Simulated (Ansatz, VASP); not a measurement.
InP: VASP beside Ansatz

File POSCAR:

```
InP
1.0
    0.0000000000      2.9305000000      2.9305000000
    2.9305000000      0.0000000000      2.9305000000
    2.9305000000      2.9305000000      0.0000000000
In P
1 1
Direct
    0.0000000000      0.0000000000      0.0000000000
    0.7500000000      0.7500000000      0.7500000000
```

File INCAR.step1:

```
SYSTEM = InP
ALGO = Normal ; EDIFF = 1E-5
ENCUT = 520 ; GGA = PE
ISIF = 2 ; ISMEAR = -1
LASPH = .True. ; LCHARG = .False.
LREAL = .False. ; LWAVE = .True.
NBANDS = 16 ; NELM = 60
PREC = Accurate ; SIGMA = 0.05
```

Contents of INCAR.step2:

```
SYSTEM = InP
AEXX = 0.1 ; ALGO = Normal
EDIFF = 1E-6 ; ENCUT = 520
ISIF = 2 ; ISMEAR = -1
ISTART = 1 ; LASPH = .True.
LCHARG = .False. ; LHFCALC = .True.
LMIXTAU = .True. ; LREAL = .False.
LWAVE = .False. ; METAGGA = R2SCAN
NBANDS = 16 ; NELM = 60
PREC = Accurate ; PRECFOCK = Normal
SIGMA = 0.05
```

File KPOINTS:

```
k-points
0
Gamma
  4 4 4
  0 0 0
```

The input input.yaml:

```yaml
crystal:
  lattice:
    - [0.0, 2.9305, 2.9305]
    - [2.9305, 0.0, 2.9305]
    - [2.9305, 2.9305, 0.0]
  atoms:
    - { symbol: In, position: [0.0, 0.0, 0.0] }
    - { symbol: P, position: [0.75, 0.75, 0.75] }
hamiltonian:
  xc: r2scanh
  pseudopotentials: { kind: paw }
kpoints:
  mp_grid: { grid: [4, 4, 4] }
  band_path:
    path:
      - [[0.0, 0.0, 0.0], [0.5, 0.0, 0.5], [0.5, 0.25, 0.75], [0.375, 0.375, 0.75], [0.0, 0.0, 0.0], [0.5, 0.5, 0.5], [0.625, 0.25, 0.625], [0.5, 0.25, 0.75], [0.5, 0.5, 0.5], [0.375, 0.375, 0.75]]
      - [[0.625, 0.25, 0.625], [0.5, 0.0, 0.5]]
    npoints: 4
scf:
  occupations: { method: fermi_dirac, width: 0.05 }
  n_extra_bands: 6
output:
  forces: true
  stress: true
  eigenvalues: true
  fatbands: false
  write_density: true
  write_potential: true
  elf: true
  volumetric_format: npy
```

Alike in both runs: functional r2SCANh; k mesh 4 × 4 × 4; occupations fermi-dirac, width 0.05 eV; no spin polarisation.

```csv
,VASP,Ansatz
version,VASP 6.6.1,Ansatz 0.2.0
potentials or method,"VASP PAW PBE potentials, release 64 (In_d, P)",Ansatz PAW
plane-wave cutoff (eV),520,500
valence electrons in the cell,18,18
task,single point,band structure
```

```tsv
	VASP	Ansatz	Ansatz less VASP
gap on the k mesh at the Fermi level (eV)	1.69	1.66	-0.028
least direct gap on the mesh (eV)	1.69	1.66	-0.028
pressure (GPa)	1.1	1.4	+0.25
```

VASP's potentials were made for PBE, not for r2SCANh. With one functional, cell and mesh, what is left measures potentials, basis and numerics.

The k mesh is coarse, so the values compare programs but aren't converged.
